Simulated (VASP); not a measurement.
**Zn: relaxation of cell and atoms with PBE-based screened hybrid with 25 % exact exchange**

Zn:

```xyz
1
Lattice="-1.5690 1.5690 1.5690 1.5690 -1.5690 1.5690 1.5690 1.5690 -1.5690" Properties=species:S:1:pos:R:3 pbc="T T T"
Zn    0.0000    0.0000    0.0000
```

This isn't the form of Zn at room conditions, which is hcp.

| Property | Result |
| --- | --- |
| Program | VASP 6.6.1 |
| Task | relaxation of cell and atoms |
| Functional | PBE-based screened hybrid with 25 % exact exchange |
| Potentials or basis | VASP PAW PBE potentials, release 64 (Zn) |
| Cutoff | 600 eV |
| k mesh | 6 × 6 × 6 |
| Occupations | fermi-dirac, width 0.05 eV |
| Spin | no spin polarisation |
| Dipole correction | no |
| Grid for exact exchange (PRECFOCK) | Normal |
| Share of exact exchange | 0.25 |
| Further INCAR settings | ALGO = Normal; EDIFF = 1e-07; IBRION = 2; EDIFFG = -0.01; NSW = 60; ISIF = 3 |
| Screening parameter | 0.3 1/Å |

- Relaxed volume: 15.58 Å³/atom
- Relaxed cell: a = 2.725 Å, b = 2.725 Å, c = 2.725 Å, α = 109.47°, β = 109.47°, γ = 109.47°
- Space group after relaxing (to 0.1 Å): Im-3m (No. 229)
- Energy gained by relaxing: 0.2 meV/atom
- Ionic steps: 2
- Pressure after relaxing: 0.0 GPa
- Band gap on the k mesh: zero (bands 6 and 7 overlap by 5.67 eV)

Step by step:
| step | energy change (eV) | largest force (eV/Å) | pressure (GPa) | volume (Å³) |
| --- | --- | --- | --- | --- |
| 1 | 0.0000 | 0.0000 | 0.58 | 15.45 |
| 2 | -0.0002 | 0.0000 | -0.02 | 15.58 |

Final structure:
```cif
data_structure
_symmetry_space_group_name_H-M 'P 1'
_symmetry_Int_Tables_number 1
_cell_length_a 2.7249
_cell_length_b 2.7249
_cell_length_c 2.7249
_cell_angle_alpha 109.471
_cell_angle_beta 109.471
_cell_angle_gamma 109.471
_cell_volume 15.58
loop_
_atom_site_label
_atom_site_type_symbol
_atom_site_fract_x
_atom_site_fract_y
_atom_site_fract_z
_atom_site_occupancy
Zn1 Zn 0.00000 0.00000 0.00000 1
```

Levels at points of the mesh, in eV from the Fermi level:
| k point | band 4 | band 5 | band 6 | band 7 | band 8 | band 9 |
| --- | --- | --- | --- | --- | --- | --- |
| (0.00, 0.00, 0.00) | -10.14 | -9.66 | -9.66 | 19.83 | 19.83 | 19.83 |
| (0.50, 0.00, 0.00) | -9.62 | -9.29 | -3.23 | -1.39 | 11.80 | 13.06 |
| (0.50, 0.50, 0.50) | -9.37 | -9.37 | 4.29 | 4.29 | 4.29 | 8.07 |

Run time: 12 min on 1 thread of Intel(R) Xeon(R) 6975P-C (Granite Rapids), with other jobs on the host, peak memory 0.24 GiB.

Caveat: the k points lie up to 0.47 Å⁻¹ apart in the final cell, too coarse for converged energies and pressures of a metal; the PAW data sets were made with another functional, which shifts forces and pressure a little.
